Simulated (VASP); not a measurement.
Wanted: the native input for a VASP 6.6.1 run.

| Item | Value |
| --- | --- |
| Task | single point |
| Functional | PBEsol |
| Potentials or basis | VASP PAW PBE potentials, release 64 (Ni) |
| Cutoff | 600 eV |
| k mesh | 8 × 8 × 8 |
| Occupations | fermi-dirac, width 0.1 eV |
| Spin | no spin polarisation |
| Dipole correction | no |
| Further INCAR settings | ALGO = Normal; EDIFF = 1e-06; NBANDS = 50 |

The structure of Ni lies in POSCAR:

```
Ni
1.0
    4.3908161153      0.0000000000      0.0000000000
    0.0000000000      4.3908161153      0.0000000000
    0.0000000000      0.0000000000      4.3908161153
Ni
8
Direct
    0.0000000000      1.0000000000      1.0000000000
    0.5000000000      0.5000000000      0.5000000000
    0.2500000000      0.0000000000      0.5000000000
    0.7500000000      0.0000000000      0.5000000000
    0.5000000000      0.2500000000      1.0000000000
    0.5000000000      0.7500000000      1.0000000000
    1.0000000000      0.5000000000      0.2500000000
    1.0000000000      0.5000000000      0.7500000000
```

These files were run (other wordings do the same):

INCAR

```
SYSTEM = Ni
ALGO = Normal ; EDIFF = 1E-6
ENCUT = 600 ; GGA = PS
GGA_COMPAT = .FALSE. ; ISIF = 2
ISMEAR = -1 ; LASPH = .TRUE.
LCHARG = .TRUE. ; LELF = .TRUE.
LREAL = .FALSE. ; LVHAR = .TRUE.
LWAVE = .FALSE. ; NBANDS = 50
NELM = 120 ; PREC = Accurate
SIGMA = 0.1
```

KPOINTS

```
k-points
0
G
  8 8 8
  0 0 0
```

Potentials or basis: VASP PAW PBE potentials, release 64 (Ni).

Launch:

```console
$ cat potpaw_PBE.64/Ni/POTCAR > POTCAR
$ mpirun -np 1 vasp_std > vasp.out
```

It gave:

The pressure is -0.1 GPa. The band gap on the k mesh is zero (band 40 reaches 9.48 eV, above the bottom of band 41 at 9.29 eV).

Caveat: the PAW data sets were made with another functional, which shifts forces and pressure a little; the run has no spin polarisation, though such a crystal can be magnetic.

Wall time 2.6 min on 1 thread of Intel(R) Xeon(R) Platinum 8488C (Sapphire Rapids), on a shared host, peak memory 0.27 GiB.
